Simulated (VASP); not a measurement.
Crystal: Ga3Se.

```
CELL_PARAMETERS angstrom
3.15948 0.00000 0.00000
0.00000 3.15948 0.00000
0.00000 0.00000 8.54488
ATOMIC_POSITIONS crystal
Ga 0.50000 0.50000 0.00000
Ga 0.00000 0.00000 0.80861
Ga 0.00000 0.00000 0.19139
Se 0.00000 0.00000 0.50000
```

The cell was generated, and may not be a known phase.

```yaml
Program: VASP 6.6.1
Task: relaxation of cell and atoms
Functional: PBE
Potentials_or_basis: VASP PAW PBE potentials, release 64 (Ga_d, Se)
Cutoff: 600 eV
k_mesh: 6 × 6 × 2
Occupations: gaussian, width 0.1 eV
Spin: no spin polarisation
```

At the start: pressure 1.8 GPa; volume 21.32 Å³/atom.

Task: Where does the relaxation end?

Result: Over 7 steps the energy falls by 22.4 meV/atom and the volume is 22.51 Å³/atom (+5.6 %); space group P4/mmm (No. 123, to 0.1 Å) before and after.

Step by step:
| step | energy change (eV) | largest force (eV/Å) | pressure (GPa) | volume (Å³) |
| --- | --- | --- | --- | --- |
| 1 | 0.0000 | 0.6282 | 1.79 | 85.30 |
| 2 | -0.0609 | 0.3590 | 0.35 | 88.27 |
| 3 | -0.0812 | 0.1398 | -0.81 | 91.55 |
| 4 | -0.0887 | 0.0075 | -0.15 | 90.32 |
| 5 | -0.0889 | 0.0242 | -0.25 | 90.44 |
| 6 | -0.0888 | 0.0186 | -0.13 | 90.42 |
| 7 | -0.0897 | 0.0257 | -0.03 | 90.05 |

Final structure:
```xyz
4
Lattice="3.2607 0.0000 0.0000 0.0000 3.2607 0.0000 0.0000 0.0000 8.4696" Properties=species:S:1:pos:R:3 pbc="T T T"
Ga    1.6304    1.6304    8.4696
Ga    3.2607    0.0000    6.7711
Ga    0.0000    0.0000    1.6984
Se    0.0000    3.2607    4.2348
```

Caveat: the k points lie up to 0.37 Å⁻¹ apart in the final cell, too coarse for converged energies and pressures of a metal.
